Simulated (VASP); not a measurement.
A run of VASP 6.6.1 is set up as follows.

File INCAR:

```
ALGO = Normal ; EDIFF = 1E-7
EDIFFG = -0.04 ; ENCUT = 500
GGA = PE ; GGA_COMPAT = F
IBRION = 2 ; ISIF = 3
ISMEAR = 0 ; LASPH = T
LCHARG = F ; LREAL = F
LWAVE = F ; NELM = 120
NELMIN = 4 ; NSW = 90
PREC = Accurate ; SIGMA = 0.1
```

The input KPOINTS:

```
k-points
0
Gamma
  6 6 2
```

POSCAR

```
Ga3Sb
1.0
    3.7392727400      0.0000000000      0.0000000000
   -1.8696363700      3.2383051800      0.0000000000
    0.0000000000      0.0000000000      7.6816292700
Ga Sb
3 1
Direct
    0.3333333300      0.6666666700      0.0261111400
    0.6666666700      0.3333333300      0.9738888600
    0.0000000000      0.0000000000      0.0000000000
    0.0000000000      0.0000000000      0.5000000000
```

Potentials or basis: VASP PAW PBE potentials, release 64 (Ga_d, Sb_d_GW).

Run with:

```console
$ cat potpaw_PBE.64/Ga_d/POTCAR potpaw_PBE.64/Sb_d_GW/POTCAR > POTCAR
$ mpirun -np 1 vasp_std > vasp.out
```

Question: Estimate the relaxed volume.

Answer: 23.64 Å³/atom.

Question: Estimate the space group after relaxing (to 0.1 Å).

Answer: P-3m1 (No. 164).

Question: Estimate the relaxed cell.

Answer: a = 4.386 Å, b = 4.386 Å, c = 5.678 Å, α = 90.00°, β = 90.00°, γ = 120.00°.

Question: What does it give for the band gap on the k mesh?

Answer: Zero (bands 27 and 28 overlap by 2.39 eV).

Final structure:
```xyz
4
Lattice="4.3857 0.0000 0.0000 -2.1929 3.7981 0.0000 0.0000 0.0000 5.6779" Properties=species:S:1:pos:R:3 pbc="T T T"
Ga    0.0000    2.5321    1.1880
Ga    2.1929    1.2660    4.4899
Ga    0.0000    0.0000    0.0000
Sb    0.0000    0.0000    2.8389
```

Caveat: the k points lie up to 0.55 Å⁻¹ apart in the final cell, too coarse for converged energies and pressures of a metal; a cell axis changed by over 15 % at a fixed basis, so the end point is rough; spin-orbit coupling is left out, which moves the levels of the heavy elements.
